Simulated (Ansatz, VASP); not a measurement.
**Two plane-wave programs on MgO**

Contents of INCAR:

```
SYSTEM = MgO
PREC     = Accurate       ! precision mode
ENCUT    = 600            ! plane-wave cutoff, eV
EDIFF    = 1E-6           ! SCF threshold, eV
ISMEAR   = -1             ! smearing method
SIGMA    = 0.0134         ! smearing width, eV
LREAL    = .FALSE.        ! projectors in reciprocal space
LASPH    = .TRUE.         ! aspherical terms in the spheres
NELM     = 120            ! most SCF steps
ALGO     = Normal         ! electronic algorithm
ISIF     = 2              ! what is computed and relaxed
LWAVE    = .FALSE.        ! write WAVECAR
LCHARG   = .FALSE.        ! write CHGCAR
GGA      = PE             ! functional
NBANDS   = 11             ! bands
GGA_COMPAT= .FALSE.
```

File KPOINTS:

```
regular mesh
0
G
  7 7 7
  0 0 0
```

File POSCAR:

```
MgO
1.0
    0.0000000000      2.1944256300      2.1944256300
    2.1944256300      0.0000000000      2.1944256300
    2.1944256300      2.1944256300      0.0000000000
Mg O
1 1
Direct
    0.0000000000      0.0000000000      0.0000000000
    0.5000000000      0.5000000000      0.5000000000
```

Input for Ansatz:

```yaml
crystal:
  lattice:
    - [0.0, 2.19442563, 2.19442563]
    - [2.19442563, 0.0, 2.19442563]
    - [2.19442563, 2.19442563, 0.0]
  atoms:
    - { symbol: Mg, position: [0.0, 0.0, 0.0] }
    - { symbol: O, position: [0.5, 0.5, 0.5] }
  symmetry: { tolerance: 0.0003 }
kpoints:
  mp_grid: { grid: [7, 7, 7], shift: [0, 0, 0] }
magnetization:
  spin_polarized: false
scf:
  occupations: { method: fermi_dirac, width: 0.0134 }
  n_extra_bands: 16
hamiltonian:
  pseudopotentials: { kind: paw }
  xc: pbe
basis:
  ecutwfc: 420
output:
  forces: true
  stress: true
  eigenvalues: true
  write_density: true
  write_potential: true
  elf: true
  volumetric_format: npy
```

Alike in both runs: task single point; functional PBE; k mesh 7 × 7 × 7; occupations fermi-dirac, width 0.0134 eV; no spin polarisation.

```csv
,VASP,Ansatz
version,VASP 6.6.1,Ansatz 0.2.0
potentials or method,"VASP PAW PBE potentials, release 64 (Mg, O), cutoff 600 eV",PAW plane waves
valence electrons in the cell,8,16
```

|  | VASP | Ansatz | Ansatz less VASP |
| --- | --- | --- | --- |
| gap on the k mesh at the Fermi level (eV) | 3.62 | 3.64 | +0.020 |
| pressure (GPa) | -12.5 | -11.5 | +0.96 |

The functional is the same, so the differences come from potentials, cutoffs and numerics. VASP's potentials hold 8 valence electrons a cell and Ansatz's 16, so a difference there can come from the potentials and not from the codes.
